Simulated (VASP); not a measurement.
## Os: single point with PBE

System: Os, a sheet with vacuum.

```
Os
1.0
     3.16174    0.00000    0.00000
     0.00000    3.16174    0.00000
     0.00000    0.00000   15.00000
Os
2
Direct
  0.50000 0.00000 0.50894
  0.00000 0.50000 0.49106
```

The cell was built from a structure type or drawn by symmetry, and may not be a known phase.

```json
{"Program": "VASP 6.6.1", "Task": "single point", "Functional": "PBE", "Potentials or basis": "VASP PAW PBE potentials, release 64 (Os)", "Cutoff": "520 eV", "k mesh": "6 × 6 × 1", "Occupations": "gaussian, width 0.1 eV", "Spin": "no spin polarisation", "Dipole correction": "yes", "Further INCAR settings": "ALGO = Normal; EDIFF = 1e-07; NBANDS = 15"}
```

```yaml
Largest_force: 1.121 eV/Å
Band_gap_on_the_k_mesh: zero (bands 8 and 9 overlap by 1.15 eV)
```

Forces in eV/Å, atoms in the order of the input:
```
Os   0.000  0.000  1.121
Os   0.000  0.000 -1.121
```

Levels at points of the mesh, in eV from the Fermi level:
```
           k point  band 6  band 7  band 8  band 9  band 10  band 11
(0.00, 0.00, 0.00)   -3.57   -0.44    1.09    1.77     1.77     4.33
(0.50, 0.00, 0.00)   -3.45   -0.68   -0.68   -0.03    -0.03     0.50
(0.50, 0.50, 0.00)   -0.77   -0.59   -0.59    1.66     1.66     2.94
```

Wall time 38 s on 1 thread of Intel Xeon 8259CL (shared host), peak memory 0.24 GiB.

Caveat: spin-orbit coupling is left out, which moves the levels of the heavy elements.
